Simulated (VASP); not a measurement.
# WCl4F2 (I4/mmm) in VASP: further runs

Runs on WCl4F2. Level: PBE. Tasks: relaxation of cell and atoms, single point.

Everything below comes from runs of VASP 6.6.1. Logs are shortened: lines on timing, memory, paths and dates and some standing lists are left out, and cuts for length are marked.

## (1) The cell of the first run

It takes space group I4/mmm (No. 139, tetragonal). The conventional cell has a = 7.420 Å, b = 7.420 Å, c = 8.240 Å, α = 90.00°, β = 90.00°, γ = 90.00°. W (site symmetry 4/mmm) has 2 F at 1.87 Å and 4 Cl at 2.30 Å within 2.5 Å. Within 3.0 Å of Cl (site symmetry m2m) lie 1 W at 2.30 Å and 2 F at 2.96 Å. F (site symmetry 4mm) has 1 W at 1.87 Å within 2.5 Å.

## (2) Relaxation of cell and atoms, PBE

Input file INCAR:

```
SYSTEM = WCl4F2
ALGO = Normal ; EDIFF = 1E-7
EDIFFG = -0.01 ; ENCUT = 600
GGA = PE ; IBRION = 2
ISIF = 3 ; ISMEAR = 0
LASPH = .True. ; LCHARG = .False.
LREAL = .False. ; LWAVE = .False.
NELM = 100 ; NSW = 100
PREC = Accurate ; SIGMA = 0.02
```

Input file KPOINTS:

```
k-points
0
Gamma
  6 6 6
  0 0 0
```

Input file POSCAR:

```
WCl4F2
1.0
   -3.7097924466      3.7097924466      4.1200949616
    3.7097924466     -3.7097924466      4.1200949616
    3.7097924466      3.7097924466     -4.1200949616
W Cl F
1 4 2
Direct
    0.0000000000      0.0000000000      0.0000000000
    0.7809494928      0.2190505072      0.0000000000
    0.7809494928      0.7809494928      0.5618989855
    0.2190505072      0.2190505072      0.4381010145
    0.2190505072      0.7809494928      0.0000000000
    0.7733967488      0.7733967488      0.0000000000
    0.2266032512      0.2266032512      0.0000000000
```

Potentials or basis: VASP PAW PBE potentials, release 64 (W_sv, Cl, F).

Started as:

```sh
> cat potpaw_PBE.64/W_sv/POTCAR potpaw_PBE.64/Cl/POTCAR potpaw_PBE.64/F/POTCAR > POTCAR
> mpirun -np 1 vasp_std > vasp.out
```

OUTCAR:

```text
SYSTEM = WCl4F2
   EDIFF = 1E-7
   EDIFFG = -0.01
   ENCUT = 600
   GGA = PE
   IBRION = 2
   ISIF = 3
   ISMEAR = 0
   LASPH = .True.
   LREAL = .False.
   NELM = 100
   NSW = 100
   PREC = Accurate

 ion  position               nearest neighbor table
   1  0.000  0.000  0.000-   6 1.87   7 1.87   2 2.30   5 2.30   4 2.30   3 2.30
   2  0.781  0.219  0.000-   1 2.30
   3  0.781  0.781  0.562-   1 2.30
   4  0.219  0.219  0.438-   1 2.30
   5  0.219  0.781  0.000-   1 2.30
   6  0.773  0.773  0.000-   1 1.87
   7  0.227  0.227  0.000-   1 1.87

  LATTYP: Found a body centered tetragonal cell.
 ALAT       =     7.4195848932
 C/A-ratio  =     1.1105998572

  Lattice vectors:

 A1 = (  -3.7097924466,   3.7097924466,   4.1200949616)
 A2 = (   3.7097924466,  -3.7097924466,   4.1200949616)
 A3 = (   3.7097924466,   3.7097924466,  -4.1200949616)

Analysis of symmetry for initial positions (statically):
=====================================================================
 Subroutine PRICEL returns:
 Original cell was already a primitive cell.

 Routine SETGRP: Setting up the symmetry group for a
 body centered tetragonal supercell.

 Subroutine GETGRP returns: Found 16 space group operations
 (whereof 16 operations were pure point group operations)
 out of a pool of 16 trial point group operations.

The static configuration has the point symmetry D_4h.

Analysis of symmetry for dynamics (positions and initial velocities):
=====================================================================
 Subroutine PRICEL returns:
 Original cell was already a primitive cell.

 Routine SETGRP: Setting up the symmetry group for a
 body centered tetragonal supercell.

 Subroutine GETGRP returns: Found 16 space group operations
 (whereof 16 operations were pure point group operations)
 out of a pool of 16 trial point group operations.

The dynamic configuration has the point symmetry D_4h.

 Subroutine INISYM returns: Found 16 space group operations
 (whereof 16 operations are pure point group operations),
 and found     1 'primitive' translations

----------------------------------------------------------------------------------------

                                     Primitive cell

  volume of cell :     226.8122

  direct lattice vectors                    reciprocal lattice vectors
    -3.709792447  3.709792447  4.120094962     0.000000000  0.134778430  0.121356426
     3.709792447 -3.709792447  4.120094962     0.134778430  0.000000000  0.121356426
     3.709792447  3.709792447 -4.120094962     0.134778430  0.134778430  0.000000000

  length of vectors
     6.670854704  6.670854704  6.670854704     0.181363192  0.181363192  0.190605483

  position of ions in fractional coordinates (direct lattice)
     0.000000000  0.000000000  0.000000000
     0.780949493  0.219050507  0.000000000
     0.780949493  0.780949493  0.561898986
     0.219050507  0.219050507  0.438101014
     0.219050507  0.780949493  0.000000000
     0.773396749  0.773396749  0.000000000
     0.226603251  0.226603251  0.000000000

  ion indices of the primitive-cell ions
   primitive index   ion index
                 1           1
                 2           2
                 3           3
                 4           4
                 5           5
                 6           6
                 7           7

----------------------------------------------------------------------------------------

 KPOINTS: k-points

Automatic generation of k-mesh.
 Grid dimensions read from file:
 generate k-points for:    6    6    6

 Generating k-lattice:

  Cartesian coordinates                     Fractional coordinates (reciprocal lattice)
     0.000000000  0.022463072  0.020226071     0.166666667 -0.000000000  0.000000000
     0.022463072  0.000000000  0.020226071    -0.000000000  0.166666667  0.000000000
     0.022463072  0.022463072  0.000000000     0.000000000  0.000000000  0.166666667

  Length of vectors
     0.030227199  0.030227199  0.031767581

  Shift w.r.t. Gamma in fractional coordinates (k-lattice)
     0.000000000  0.000000000  0.000000000

 Subroutine IBZKPT returns following result:
 ===========================================

 Found     30 irreducible k-points:

 Following reciprocal coordinates:
            Coordinates               Weight
  0.000000  0.000000  0.000000      1.000000
  0.166667  0.000000  0.000000      8.000000
  0.333333 -0.000000  0.000000      8.000000
  0.500000 -0.000000  0.000000      4.000000
  0.166667  0.166667  0.000000      8.000000
  0.333333  0.166667  0.000000     16.000000
[... 16 lines left out ...]
 -0.333333 -0.333333  0.166667      8.000000
 -0.166667 -0.333333  0.166667      8.000000
 [... further k-points ...]
   k-points           NKPTS =     30   k-points in BZ     NKDIM =     30   number of bands    NBANDS=     33
   number of dos      NEDOS =    301   number of ions     NIONS =      7
   total plane-waves  NPLWV = 157464
   dimension x,y,z NGX =    54 NGY =   54 NGZ =   54
   dimension x,y,z NGXF=   108 NGYF=  108 NGZF=  108
   ions per type =               1   4   2
   NGX,Y,Z   is equivalent  to a cutoff of  13.46, 13.46, 13.46 a.u.
   NGXF,Y,Z  is equivalent  to a cutoff of  26.91, 26.91, 26.91 a.u.
 SYSTEM =  WCl4F2
   PREC   = accura    normal or accurate (medium, high low for compatibility)
   ISTART =      0    job   : 0-new  1-cont  2-samecut
   ICHARG =      2    charge: 1-file 2-atom 10-const
   ISPIN  =      1    spin polarized calculation?
   LNONCOLLINEAR =      F non collinear calculations
   LSORBIT =      F    spin-orbit coupling
   LASPH  =      T    aspherical Exc in radial PAW
   ENCUT  =  600.0 eV  44.10 Ry    6.64 a.u.  13.32 13.32 13.32*2*pi/ulx,y,z
   NELM   =    100;   NELMIN=  2; NELMDL= -5     # of ELM steps
   EDIFF  = 0.1E-06   stopping-criterion for ELM
   LREAL  =      F    real-space projection
   EDIFFG = -.1E-01   stopping-criterion for IOM
   NSW    =    100    number of steps for IOM
   IBRION =      2    ionic relax: 0-MD 1-quasi-New 2-CG
   NFREE  =      1    steps in history (QN), initial steepest desc. (CG)
   ISIF   =      3    stress and relaxation
   ISYM   =      2    0-nonsym 1-usesym 2-fastsym
   POTIM  = 0.5000    time-step for ionic-motion
   TEBEG  =    0.0;   TEEND  =   0.0 temperature during run
   PSTRESS=    0.0 pullay stress
   NELECT =      56.0000    total number of electrons
   NUPDOWN=      -1.0000    fix difference up-down
   EMIN   =  10.00;   EMAX   =-10.00  energy-range for DOS
   EFERMI =   0.00;   METHOD = LEGACY
   ISMEAR =     0;   SIGMA  =   0.02  broadening in eV -4-tet -1-fermi 0-gaus
   EFERMI_NEDOS =   21; number of points for ismear=-14 and -15
   IALGO  =     38    algorithm
   IMIX   =      4    mixing-type and parameters
     AMIX     =   0.40;   BMIX     =  1.00
     AMIX_MAG =   1.60;   BMIX_MAG =  1.00
  volume/ion in A,a.u.               =      32.40       218.66
  Fermi-wavevector in a.u.,A,eV,Ry     =   1.027027  1.940800 14.351225  1.054785
  Thomas-Fermi vector in A             =   2.160951
   LORBIT       =      0    0 simple, 1 ext, 2 COOP (PROOUT), +10 PAW based schemes
   GGA     = PE    functional components
   LHFCALC =     F    Hartree Fock is set to
   AEXX    =    0.0000 exact exchange contribution
   IVDW    =     0    specifies the selected vdW correction
   LEPSILON=     F    determine dielectric tensor
   LRPA    =     F    only Hartree local field effects (RPA)
 conjugate gradient relaxation of ions
 non-spin polarized calculation
 Gauss-broadening in eV      SIGMA  =   0.02
  energy-cutoff  :      600.00
  volume of cell :      226.81
 maximum number of plane-waves:      7593
 NGX is ok and might be reduce to    54
   NGX = 27   NGY = 27   NGZ = 27

--------------------------------------- Ionic step        1  -------------------------------------------

 number of electron      55.9999991 magnetization

 Free energy of the ion-electron system (eV)
  ---------------------------------------------------
  ext. energy  EPLUGINS =         0.00000000
  ---------------------------------------------------
  free energy    TOTEN  =       -34.24254081 eV

  energy without entropy =      -34.24254081  energy(sigma->0) =      -34.24254081

------------------------ aborting loop because EDIFF is reached ----------------------------------------

  FORCE on cell =-STRESS in cart. coord.  units (eV):
  Direction    XX          YY          ZZ          XY          YZ          ZX
  --------------------------------------------------------------------------------------
  -------------------------------------------------------------------------------------
  Total       -0.1063396     -0.1063396      1.3037024      0.0000000      0.0000000      0.0000000
  in kB       -0.7511713     -0.7511713      9.2092151      0.0000000      0.0000000      0.0000000
  external PRESSURE =       2.5689575 kB  Pullay stress =       0.0000000 kB
[... 104 lines left out ...]
  FREE ENERGIE OF THE ION-ELECTRON SYSTEM (eV)
  ---------------------------------------------------
  free  energy   TOTEN  =       -34.2470435455 eV

  energy  without entropy=      -34.2470435455  energy(sigma->0) =      -34.24704355

[... ionic steps 4 to 17 ...]

--------------------------------------- Ionic step       18  -------------------------------------------

 number of electron      56.0000019 magnetization

------------------------ aborting loop because EDIFF is reached ----------------------------------------

  FORCE on cell =-STRESS in cart. coord.  units (eV):
  Direction    XX          YY          ZZ          XY          YZ          ZX
  --------------------------------------------------------------------------------------
  -------------------------------------------------------------------------------------
  Total        0.1591261      0.1591261      0.2543039      0.0000000      0.0000000      0.0000000
  in kB        1.1883484      1.1883484      1.8991331      0.0000000      0.0000000      0.0000000
  external PRESSURE =       1.4252766 kB  Pullay stress =       0.0000000 kB
[... 67 lines left out ...]
  energy  without entropy=      -34.2489495921  energy(sigma->0) =      -34.24894959

--------------------------------------- Ionic step       20  -------------------------------------------

 number of electron      56.0000018 magnetization

 Free energy of the ion-electron system (eV)
  ---------------------------------------------------
  ext. energy  EPLUGINS =         0.00000000
  ---------------------------------------------------
  free energy    TOTEN  =       -34.24898859 eV

  energy without entropy =      -34.24898859  energy(sigma->0) =      -34.24898859

 E-fermi :  -2.1223     XC(G=0):  -6.8545

 val. band max:       -2.3701841496   @ k =   0.0000   0.0000   0.0000
 cond. band min:      -0.6982898281   @ k =   0.5000   0.5000   0.5000
 fundamental gap:      1.6718943215
 Fermi energy:        -2.1223311188

 k-point     1 :       0.0000    0.0000    0.0000
  band No.  band energies     occupation
      1     -77.7256      2.00000
      2     -42.0323      2.00000
      3     -41.7312      2.00000
      4     -41.7312      2.00000
      5     -24.9560      2.00000
      6     -24.1927      2.00000
[... 853 lines left out ...]
     32       3.1273      0.00000
     33       3.8409      0.00000

 [... further k-points ...]
[... 5 lines left out ...]
  --------------------------------------------------------------------------------------
  -------------------------------------------------------------------------------------
  Total       -0.0207855     -0.0207855     -0.0208914      0.0000000      0.0000000      0.0000000
  in kB       -0.1524001     -0.1524001     -0.1531766      0.0000000      0.0000000      0.0000000
  external PRESSURE =      -0.1526589 kB  Pullay stress =       0.0000000 kB
[... 22 lines left out ...]
  FREE ENERGIE OF THE ION-ELECTRON SYSTEM (eV)
  ---------------------------------------------------
  free  energy   TOTEN  =       -34.2489885927 eV

  energy  without entropy=      -34.2489885927  energy(sigma->0) =      -34.24898859

 reached required accuracy - stopping structural energy minimisation
```

Wall time 37 min (1 thread of AMD EPYC 9R45 (Zen 5), shared host); peak memory 0.57 GiB.

Results:

- Free energy: -34.2490 eV
- Relaxed volume: 31.22 Å³/atom
- Relaxed cell: a = 6.589 Å, b = 6.589 Å, c = 6.589 Å, α = 112.49°, β = 112.49°, γ = 103.58°
- Space group after relaxing (to 0.1 Å): I4/mmm (No. 139)
- Energy gained by relaxing: 0.9 meV/atom
- Ionic steps: 20
- Pressure after relaxing: 0.0 GPa
- Largest force after relaxing: 0.006 eV/Å
- Band gap on the k mesh: 1.67 eV (least direct gap 1.72 eV)

Forces in eV/Å, atoms in the order of the input:
```
W    0.000  0.000  0.000
Cl  -0.003  0.003  0.000
Cl   0.003  0.003  0.000
Cl  -0.003 -0.003  0.000
Cl   0.003 -0.003  0.000
F    0.000  0.000  0.006
F    0.000  0.000 -0.006
```

Step by step:
| step | energy change (eV) | largest force (eV/Å) | pressure (GPa) | volume (Å³) |
| --- | --- | --- | --- | --- |
| 1 | 0.0000 | 0.3679 | 0.26 | 226.81 |
| 2 | 0.0083 | 0.5627 | -0.67 | 228.51 |
| 3 | -0.0045 | 0.0205 | -0.10 | 227.43 |
| 4 | -0.0045 | 0.0203 | -0.10 | 227.42 |
| 5 | -0.0046 | 0.0427 | 0.05 | 226.88 |
| 6 | -0.0047 | 0.0172 | -0.01 | 227.10 |
| 7 | -0.0047 | 0.0167 | -0.02 | 226.95 |
| 8 | -0.0048 | 0.0275 | -0.05 | 226.51 |
| 9 | -0.0049 | 0.0912 | -0.11 | 225.63 |
| 10 | -0.0049 | 0.0627 | -0.08 | 226.02 |
| 11 | -0.0049 | 0.0625 | -0.08 | 225.99 |
| 12 | -0.0049 | 0.0617 | -0.08 | 225.90 |
| 13 | -0.0050 | 0.0601 | -0.08 | 225.72 |
| 14 | -0.0051 | 0.0568 | -0.07 | 225.35 |
| 15 | -0.0054 | 0.0501 | -0.06 | 224.62 |
| 16 | -0.0058 | 0.0365 | -0.04 | 223.16 |
| 17 | -0.0063 | 0.0169 | 0.01 | 220.26 |
| 18 | -0.0058 | 0.0522 | 0.14 | 214.54 |
| 19 | -0.0064 | 0.0203 | 0.05 | 218.77 |
| 20 | -0.0064 | 0.0062 | -0.02 | 218.52 |

Final structure:
```
CELL_PARAMETERS angstrom
-3.66115 3.66115 4.07558
3.66115 -3.66115 4.07558
3.66115 3.66115 -4.07558
ATOMIC_POSITIONS crystal
W 0.00000 0.00000 0.00000
Cl 0.77825 0.22175 0.00000
Cl 0.77825 0.77825 0.55650
Cl 0.22175 0.22175 0.44350
Cl 0.22175 0.77825 0.00000
F 0.76928 0.76928 0.00000
F 0.23072 0.23072 0.00000
```

Levels at points of the mesh, in eV from the valence-band top:
```csv
k point,band 25,band 26,band 27,band 28,band 29,band 30,band 31,band 32
"(0.00, 0.00, 0.00)",-0.64,-0.64,-0.54,0.00,1.73,2.22,2.22,5.57
"(0.50, 0.00, 0.00)",-0.92,-0.82,-0.60,-0.18,1.86,2.34,2.38,5.34
"(0.50, 0.50, 0.00)",-0.89,-0.88,-0.70,-0.34,2.04,2.22,2.54,4.92
"(0.50, 0.50, 0.50)",-0.88,-0.61,-0.61,-0.04,1.67,2.54,2.54,5.54
```

Caveat: spin-orbit coupling is left out, which moves the levels of the heavy elements; this functional lacks dispersion, which binds layers or chains, so the pressure and a relaxed spacing across them are unreliable. A k mesh can miss the band edges.

[end of part 1 of 2]
